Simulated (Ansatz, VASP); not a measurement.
SrO in VASP and in Ansatz

The input INCAR:

```
SYSTEM = SrO
PREC = Accurate
ENCUT = 600
EDIFF = 1E-6
ISMEAR = 1
SIGMA = 0.1
LREAL = .FALSE.
LASPH = .TRUE.
NELM = 120
ALGO = Normal
ISIF = 2
LWAVE = .FALSE.
LCHARG = .FALSE.
GGA = LIBXC
LIBXC1 = GGA_X_B88
LIBXC2 = GGA_C_PBE
NBANDS = 15
GGA_COMPAT = .FALSE.
```

Contents of KPOINTS:

```
Automatic mesh
0
G
  9 9 9
  0 0 0
```

File POSCAR:

```
SrO
1.0
    0.0000000000      2.5139118308      2.5139118308
    2.5139118308      0.0000000000      2.5139118308
    2.5139118308      2.5139118308      0.0000000000
Sr O
1 1
Direct
    0.5000000000      0.5000000000      0.5000000000
    0.0000000000      0.0000000000      0.0000000000
```

input.yaml

```yaml
crystal:
  lattice:
    - [0.0, 2.5139118308, 2.5139118308]
    - [2.5139118308, 0.0, 2.5139118308]
    - [2.5139118308, 2.5139118308, 0.0]
  atoms:
    - { symbol: Sr, position: [0.5, 0.5, 0.5] }
    - { symbol: O, position: [0.0, 0.0, 0.0] }
hamiltonian:
  xc: { exchange: b88, correlation: pbe }
  pseudopotentials: { kind: paw, core: large }
kpoints:
  mp_grid: { grid: [9, 9, 9] }
scf:
  occupations: { method: methfessel_paxton, width: 0.1 }
output:
  forces: true
  stress: true
  eigenvalues: true
```

Alike in both runs: task single point; functional b88 exchange, pbe correlation; k mesh 9 × 9 × 9; occupations methfessel-paxton of order 1, width 0.1 eV; no spin polarisation.

|  | VASP | Ansatz |
| --- | --- | --- |
| version | VASP 6.6.1 | Ansatz 0.2.0 |
| potentials or method | VASP PAW PBE potentials, release 64 (Sr_sv, O) | Ansatz PAW |
| plane-wave cutoff (eV) | 600 | 420 |
| valence electrons in the cell | 16 | 16 |

|  | VASP | Ansatz | Ansatz less VASP |
| --- | --- | --- | --- |
| gap on the k mesh at the Fermi level (eV) | 3.30 | 3.36 | +0.054 |
| least direct gap on the mesh (eV) | 3.35 | 3.39 | +0.041 |
| pressure (GPa) | 10.8 | 10.1 | -0.70 |

VASP's potentials were made for PBE, not for b88 exchange, pbe correlation. With one functional, cell and mesh, what is left measures potentials, basis and numerics.

Noted on Ansatz's run: odd divisions of the mesh miss points on the zone boundary, where band edges often lie, so the gap on the mesh can be too wide.
